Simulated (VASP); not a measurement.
# InAs (Fm-3m) in VASP: a series of runs

InAs is run at these levels: LDA, PBEsol, PBE; tasks: single point.

Program: VASP 6.6.1. These are calculated values, not measurements. Logs are shortened: lines on timing, memory, paths and dates and some standing lists are left out, and cuts for length are marked.

## Step 1: The cell of the first run

Symmetry: Fm-3m, No. 225, cubic system. The conventional cell has a = 5.867 Å, b = 5.867 Å, c = 5.867 Å, α = 90.00°, β = 90.00°, γ = 90.00°. In (site symmetry m-3m) has 6 As at 2.93 Å within 3.9 Å. Within 3.9 Å of As (site symmetry m-3m) lie 6 In at 2.93 Å.

## Step 2: Single point, LDA (volume scaled by 1.06)

Contents of INCAR:

```
ALGO = Normal
EDIFF = 1E-6
ENCUT = 520
ISIF = 2
ISMEAR = -1
LASPH = T
LCHARG = T
LELF = T
LREAL = F
LVHAR = T
LWAVE = F
NBANDS = 16
NELM = 80
PREC = Accurate
SIGMA = 0.05
```

Contents of KPOINTS:

```
k-points
0
Gamma
  8 8 8
```

Contents of POSCAR:

```
InAs
1.0
    0.0000000000      2.9337360524      2.9337360524
    2.9337360524      0.0000000000      2.9337360524
    2.9337360524      2.9337360524      0.0000000000
In As
1 1
Direct
    0.5000000000      0.5000000000      0.5000000000
    0.0000000000      0.0000000000      0.0000000000
```

Potentials or basis: VASP PAW LDA potentials, release 64 (In_d, As).

Command:

```sh
$ cat potpaw_LDA.64/In_d/POTCAR potpaw_LDA.64/As/POTCAR > POTCAR
$ mpirun -np 1 vasp_std > vasp.out
```

OUTCAR:

```text
EDIFF = 1E-6
   ENCUT = 520
   ISIF = 2
   ISMEAR = -1
   LASPH = T
   LREAL = F
   NELM = 80
   PREC = Accurate

 ion  position               nearest neighbor table
   1  0.500  0.500  0.500-   2 2.93   2 2.93   2 2.93   2 2.93   2 2.93   2 2.93
   2  0.000  0.000  0.000-   1 2.93   1 2.93   1 2.93   1 2.93   1 2.93   1 2.93

  LATTYP: Found a face centered cubic cell.
 ALAT       =     5.8674721048

  Lattice vectors:

 A1 = (   0.0000000000,   2.9337360524,   2.9337360524)
 A2 = (   2.9337360524,   0.0000000000,   2.9337360524)
 A3 = (   2.9337360524,   2.9337360524,   0.0000000000)

Analysis of symmetry for initial positions (statically):
=====================================================================
 Subroutine PRICEL returns:
 Original cell was already a primitive cell.

 Routine SETGRP: Setting up the symmetry group for a
 face centered cubic supercell.

 Subroutine GETGRP returns: Found 48 space group operations
 (whereof 48 operations were pure point group operations)
 out of a pool of 48 trial point group operations.

The static configuration has the point symmetry O_h .

Analysis of symmetry for dynamics (positions and initial velocities):
=====================================================================
 Subroutine PRICEL returns:
 Original cell was already a primitive cell.

 Routine SETGRP: Setting up the symmetry group for a
 face centered cubic supercell.

 Subroutine GETGRP returns: Found 48 space group operations
 (whereof 48 operations were pure point group operations)
 out of a pool of 48 trial point group operations.

The dynamic configuration has the point symmetry O_h .

 Subroutine INISYM returns: Found 48 space group operations
 (whereof 48 operations are pure point group operations),
 and found     1 'primitive' translations

----------------------------------------------------------------------------------------

                                     Primitive cell

  volume of cell :      50.5002

  direct lattice vectors                    reciprocal lattice vectors
     0.000000000  2.933736052  2.933736052    -0.170431147  0.170431147  0.170431147
     2.933736052  0.000000000  2.933736052     0.170431147 -0.170431147  0.170431147
     2.933736052  2.933736052  0.000000000     0.170431147  0.170431147 -0.170431147

  length of vectors
     4.148929314  4.148929314  4.148929314     0.295195406  0.295195406  0.295195406

  position of ions in fractional coordinates (direct lattice)
     0.500000000  0.500000000  0.500000000
     0.000000000  0.000000000  0.000000000

  ion indices of the primitive-cell ions
   primitive index   ion index
                 1           1
                 2           2

----------------------------------------------------------------------------------------

 KPOINTS: k-points

Automatic generation of k-mesh.
 Grid dimensions read from file:
 generate k-points for:    8    8    8

 Generating k-lattice:

  Cartesian coordinates                     Fractional coordinates (reciprocal lattice)
    -0.021303893  0.021303893  0.021303893     0.125000000  0.000000000  0.000000000
     0.021303893 -0.021303893  0.021303893     0.000000000  0.125000000  0.000000000
     0.021303893  0.021303893 -0.021303893     0.000000000  0.000000000  0.125000000

  Length of vectors
     0.036899426  0.036899426  0.036899426

  Shift w.r.t. Gamma in fractional coordinates (k-lattice)
     0.000000000  0.000000000  0.000000000

 Subroutine IBZKPT returns following result:
 ===========================================

 Found     29 irreducible k-points:

 Following reciprocal coordinates:
            Coordinates               Weight
  0.000000  0.000000  0.000000      1.000000
  0.125000  0.000000  0.000000      8.000000
  0.250000  0.000000  0.000000      8.000000
  0.375000  0.000000  0.000000      8.000000
  0.500000  0.000000  0.000000      4.000000
  0.125000  0.125000  0.000000      6.000000
[... 16 lines left out ...]
  0.500000  0.250000  0.125000     48.000000
 -0.375000  0.250000  0.125000     24.000000
 [... further k-points ...]
   k-points           NKPTS =     29   k-points in BZ     NKDIM =     29   number of bands    NBANDS=     16
   number of dos      NEDOS =    301   number of ions     NIONS =      2
   total plane-waves  NPLWV =  32768
   dimension x,y,z NGX =    32 NGY =   32 NGZ =   32
   dimension x,y,z NGXF=    64 NGYF=   64 NGZF=   64
   ions per type =               1   1
   NGX,Y,Z   is equivalent  to a cutoff of  12.82, 12.82, 12.82 a.u.
   NGXF,Y,Z  is equivalent  to a cutoff of  25.64, 25.64, 25.64 a.u.
 SYSTEM =  unknown system
   PREC   = accura    normal or accurate (medium, high low for compatibility)
   ISTART =      0    job   : 0-new  1-cont  2-samecut
   ICHARG =      2    charge: 1-file 2-atom 10-const
   ISPIN  =      1    spin polarized calculation?
   LNONCOLLINEAR =      F non collinear calculations
   LSORBIT =      F    spin-orbit coupling
   LASPH  =      T    aspherical Exc in radial PAW
   ENCUT  =  520.0 eV  38.22 Ry    6.18 a.u.   7.71  7.71  7.71*2*pi/ulx,y,z
   NELM   =     80;   NELMIN=  2; NELMDL= -5     # of ELM steps
   EDIFF  = 0.1E-05   stopping-criterion for ELM
   LREAL  =      F    real-space projection
   EDIFFG = 0.1E-04   stopping-criterion for IOM
   NSW    =      0    number of steps for IOM
   IBRION =     -1    ionic relax: 0-MD 1-quasi-New 2-CG
   NFREE  =      0    steps in history (QN), initial steepest desc. (CG)
   ISIF   =      2    stress and relaxation
   ISYM   =      2    0-nonsym 1-usesym 2-fastsym
   POTIM  = 0.5000    time-step for ionic-motion
   TEBEG  =    0.0;   TEEND  =   0.0 temperature during run
   PSTRESS=    0.0 pullay stress
   NELECT =      18.0000    total number of electrons
   NUPDOWN=      -1.0000    fix difference up-down
   EMIN   =  10.00;   EMAX   =-10.00  energy-range for DOS
   EFERMI =   0.00;   METHOD = LEGACY
   ISMEAR =    -1;   SIGMA  =   0.05  broadening in eV -4-tet -1-fermi 0-gaus
   EFERMI_NEDOS =   21; number of points for ismear=-14 and -15
   IALGO  =     38    algorithm
   IMIX   =      4    mixing-type and parameters
     AMIX     =   0.40;   BMIX     =  1.00
     AMIX_MAG =   1.60;   BMIX_MAG =  1.00
  volume/ion in A,a.u.               =      25.25       170.40
  Fermi-wavevector in a.u.,A,eV,Ry     =   1.160739  2.193479 18.331338  1.347315
  Thomas-Fermi vector in A             =   2.297318
   LORBIT       =      0    0 simple, 1 ext, 2 COOP (PROOUT), +10 PAW based schemes
   GGA     = CA    functional components
   LHFCALC =     F    Hartree Fock is set to
   AEXX    =    0.0000 exact exchange contribution
   IVDW    =     0    specifies the selected vdW correction
   LEPSILON=     F    determine dielectric tensor
   LRPA    =     F    only Hartree local field effects (RPA)
 non-spin polarized calculation
  energy-cutoff  :      520.00
  volume of cell :       50.50
 maximum number of plane-waves:      1380
   NGX = 15   NGY = 15   NGZ = 15

 number of electron      18.0000005 magnetization

 Free energy of the ion-electron system (eV)
  ---------------------------------------------------
  ext. energy  EPLUGINS =         0.00000000
  ---------------------------------------------------
  free energy    TOTEN  =        -8.59202037 eV

  energy without entropy =       -8.58061162  energy(sigma->0) =       -8.58631600

 E-fermi :   5.1210     XC(G=0): -10.0783

 val. band max:        5.0748471408   @ k =  -0.2500   0.2500   0.0000
 cond. band min:       5.1814306034   @ k =  -0.3750   0.1250   0.0000
 fundamental gap:      0.1065834626
 Fermi energy:         5.1209906271

 k-point     1 :       0.0000    0.0000    0.0000
  band No.  band energies     occupation
      1      -9.0323      2.00000
      2      -9.0323      2.00000
      3      -9.0111      2.00000
      4      -9.0111      2.00000
      5      -9.0111      2.00000
      6      -6.6304      2.00000
[... 8 lines left out ...]
     15      12.2961      0.00000
     16      12.2961      0.00000

 k-point     2 :       0.1250    0.0000    0.0000
  band No.  band energies     occupation
      1      -9.0371      2.00000
      2      -9.0371      2.00000
      3      -9.0111      2.00000
      4      -9.0055      2.00000
      5      -9.0055      2.00000
      6      -6.4768      2.00000
[... 8 lines left out ...]
     15      12.7627      0.00000
     16      12.7627      0.00000

 k-point     3 :       0.2500    0.0000    0.0000
  band No.  band energies     occupation
      1      -9.0510      2.00000
      2      -9.0510      2.00000
      3      -9.0118      2.00000
      4      -8.9895      2.00000
      5      -8.9895      2.00000
      6      -6.0449      2.00000
[... 8 lines left out ...]
     15      13.7722      0.00000
     16      13.7722      0.00000

 k-point     4 :       0.3750    0.0000    0.0000
  band No.  band energies     occupation
      1      -9.0656      2.00000
      2      -9.0656      2.00000
      3      -9.0133      2.00000
      4      -8.9727      2.00000
      5      -8.9727      2.00000
      6      -5.4696      2.00000
[... 8 lines left out ...]
     15      15.3177      0.00000
     16      15.3177      0.00000

 k-point     5 :       0.5000    0.0000    0.0000
  band No.  band energies     occupation
      1      -9.0716      2.00000
      2      -9.0716      2.00000
      3      -9.0141      2.00000
      4      -8.9657      2.00000
      5      -8.9657      2.00000
      6      -5.1489      2.00000
[... 8 lines left out ...]
     15      16.7829      0.00000
     16      16.7829      0.00000

 k-point     6 :       0.1250    0.1250    0.0000
  band No.  band energies     occupation
      1      -9.0505      2.00000
      2      -9.0283      2.00000
      3      -9.0155      2.00000
      4      -9.0023      2.00000
      5      -9.0023      2.00000
      6      -6.4207      2.00000
[... 8 lines left out ...]
     15      13.7748      0.00000
     16      13.7748      0.00000
[... 267 lines left out ...]
 k-point    21 :       0.5000    0.5000    0.0000
  band No.  band energies     occupation
      1      -9.2476      2.00000
      2      -9.0412      2.00000
      3      -9.0048      2.00000
      4      -8.9454      2.00000
      5      -8.9454      2.00000
      6      -4.4135      2.00000
[... 8 lines left out ...]
     15      17.8215      0.00000
     16      19.2699      0.00000

 k-point    22 :       0.3750    0.2500    0.1250
  band No.  band energies     occupation
      1      -9.1022      2.00000
      2      -9.0365      2.00000
      3      -9.0171      2.00000
      4      -8.9804      2.00000
      5      -8.9782      2.00000
      6      -5.6414      2.00000
[... 8 lines left out ...]
     15      15.3005      0.00000
     16      16.3743      0.00000

 k-point    23 :       0.5000    0.2500    0.1250
  band No.  band energies     occupation
      1      -9.1230      2.00000
      2      -9.0478      2.00000
      3      -9.0090      2.00000
      4      -8.9790      2.00000
      5      -8.9660      2.00000
      6      -5.0953      2.00000
[... 8 lines left out ...]
     15      15.9290      0.00000
     16      16.6772      0.00000

 k-point    24 :      -0.3750    0.2500    0.1250
  band No.  band energies     occupation
      1      -9.1301      2.00000
      2      -9.0536      2.00000
      3      -9.0014      2.00000
      4      -8.9835      2.00000
      5      -8.9601      2.00000
      6      -4.8056      2.00000
[... 8 lines left out ...]
     15      14.5596      0.00000
     16      17.6528      0.00000

 [... further k-points ...]
[... 5 lines left out ...]
  --------------------------------------------------------------------------------------
  -------------------------------------------------------------------------------------
  Total       -2.3602901     -2.3602901     -2.3602901     -0.0000000      0.0000000     -0.0000000
  in kB      -74.8829346    -74.8829346    -74.8829346     -0.0000000      0.0000000     -0.0000000
  external PRESSURE =     -74.8829346 kB  Pullay stress =       0.0000000 kB

 VOLUME and BASIS-vectors are now :
 -----------------------------------------------------------------------------
  energy-cutoff  :      520.00
  volume of cell :       50.50
      direct lattice vectors                 reciprocal lattice vectors
     0.000000000  2.933736052  2.933736052    -0.170431147  0.170431147  0.170431147
     2.933736052  0.000000000  2.933736052     0.170431147 -0.170431147  0.170431147
     2.933736052  2.933736052  0.000000000     0.170431147  0.170431147 -0.170431147

 POSITION                                       TOTAL-FORCE (eV/Angst)
 -----------------------------------------------------------------------------------
      2.93374      2.93374      2.93374         0.000000      0.000000     -0.000000
      0.00000      0.00000      0.00000        -0.000000     -0.000000      0.000000
 -----------------------------------------------------------------------------------
    total drift:                               -0.000000     -0.000000      0.000000

  FREE ENERGIE OF THE ION-ELECTRON SYSTEM (eV)
  ---------------------------------------------------
  free  energy   TOTEN  =        -8.5920203685 eV

  energy  without entropy=       -8.5806116245  energy(sigma->0) =       -8.58631600
```

Wall time 27 s (1 thread of AMD EPYC 7R13, shared host); peak memory 0.16 GiB.

Results:

```
Free energy            : -8.5920 eV
Pressure               : -7.5 GPa
Band gap on the k mesh : zero (band 9 reaches 5.46 eV, above the bottom of band 10 at 3.07 eV)
```

Caveat: spin-orbit coupling is left out, which moves the levels of the heavy elements.

## Step 3: Single point, PBEsol (volume scaled by 1.06)

Contents of INCAR:

```
PREC     = Accurate       # precision mode
ENCUT    = 520            # plane-wave cutoff, eV
EDIFF    = 1E-7           # SCF threshold, eV
ISMEAR   = -1             # smearing method
SIGMA    = 0.05           # smearing width, eV
LREAL    = F              # projectors in reciprocal space
LASPH    = T              # aspherical terms in the spheres
NELM     = 80             # most SCF steps
ALGO     = Normal         # electronic algorithm
ISIF     = 2              # what is computed and relaxed
LWAVE    = F              # write WAVECAR
LCHARG   = T              # write CHGCAR
GGA      = PS             # functional
LELF     = T              # ELF
LVHAR    = T            
NBANDS   = 16             # bands
```

Contents of KPOINTS:

```
regular mesh
0
Gamma
  8 8 8
```

POSCAR is that of step 2.

Potentials or basis: VASP PAW PBE potentials, release 64 (In_d, As).

Command:

```sh
$ cat potpaw_PBE.64/In_d/POTCAR potpaw_PBE.64/As/POTCAR > POTCAR
$ mpirun -np 1 vasp_std > vasp.out
```

Wall time 39 s (1 thread of AMD EPYC 7R13, shared host); peak memory 0.19 GiB.

The run converged. Its results:

```
Free energy            : -8.1053 eV
Pressure               : -6.0 GPa
Band gap on the k mesh : zero (band 9 reaches 5.48 eV, above the bottom of band 10 at 3.09 eV)
```

Levels at points of the mesh, in eV from the Fermi level:
```tsv
k point	band 7	band 8	band 9	band 10	band 11	band 12
(0.00, 0.00, 0.00)	-1.09	-0.17	-0.17	-0.17	7.09	7.09
(0.50, 0.00, 0.00)	-6.24	0.17	0.17	2.00	3.22	3.22
(0.50, 0.50, 0.00)	-4.39	-3.01	-2.06	-2.06	3.89	8.68
```

Caveat: the PAW data sets were made with another functional, which shifts forces and pressure a little; spin-orbit coupling is left out, which moves the levels of the heavy elements.

[end of part 1 of 2]
